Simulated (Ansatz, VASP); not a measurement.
# One calculation of Sr, two programs

```
Sr
1.0
     4.31000    0.00000    0.00000
    -2.15500    3.73257    0.00000
     0.00000    0.00000    7.05000
Sr
2
Direct
  0.36118 0.66667 0.25000
  0.66667 0.33333 0.75000
```

Alike in both runs: task single point; functional PBE; k mesh 9 × 9 × 5; occupations fermi-dirac, width 0.03 eV; no spin polarisation.

|  | VASP | Ansatz |
| --- | --- | --- |
| version | VASP 6.6.1 | Ansatz 0.2.0 |
| potentials or method | VASP PAW PBE potentials, release 64 (Sr_sv), cutoff 520 eV | all-electron LAPW, scalar-relativistic |

Ansatz gave:

```
pressure (GPa)                                                : -0.3
traceless stress, the component that is largest in VASP (GPa) : -0.15
rms of the force components (eV/Å)                            : 0.022
```

Q: Which values does VASP return?

A: Pressure (GPa): -0.2; traceless stress, the component that is largest in VASP (GPa): -0.15; rms of the force components (eV/Å): 0.021.

Atom by atom the forces differ by 0.000 eV/Å (rms over components). Ansatz ran all-electron here, and VASP with PAW potentials.
